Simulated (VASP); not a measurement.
Runs of VASP 6.6.1 on Cs. The cell holds a molecule in a box, 1 atom: a = 10.500 Å, b = 11.000 Å, c = 11.500 Å, α = 90.00°, β = 90.00°, γ = 90.00°. 

```tsv
level	potentials or basis	grid for exact exchange (PRECFOCK)	share of exact exchange	screening parameter	gap on the mesh (eV)	moment (μB)
PBE+D3(BJ)	VASP PAW PBE potentials, release 64 (Cs_sv)	-	-	-	0.76	1.00
PBE+D4	VASP PAW PBE potentials, release 64 (Cs_sv)	-	-	-	0.76	1.00
LDA	VASP PAW LDA potentials, release 64 (Cs_sv)	-	-	-	(a)	1.00
PBE	VASP PAW PBE potentials, release 64 (Cs_sv)	-	-	-	0.76	1.00
HSE06+D3(BJ)	VASP PAW PBE potentials, release 64 (Cs_sv)	Normal	0.25	0.2079 1/Å	1.05	1.00
RPBE	VASP PAW PBE potentials, release 64 (Cs_sv)	-	-	-	0.57	1.00
PBEsol	VASP PAW PBE potentials, release 64 (Cs_sv)	-	-	-	0.76	1.00
```

Alike in all rows: task single point; spin collinear; cell as given; k mesh 1 × 1 × 1; cutoff (eV) 400; smearing gaussian 0.005 eV.

Estimate the missing entries.

(a) 0.47.

Caveats: spin-orbit coupling is left out, which moves the levels of the heavy elements.

A k mesh can miss the band edges, and the runs leave out spin-orbit coupling on Cs.
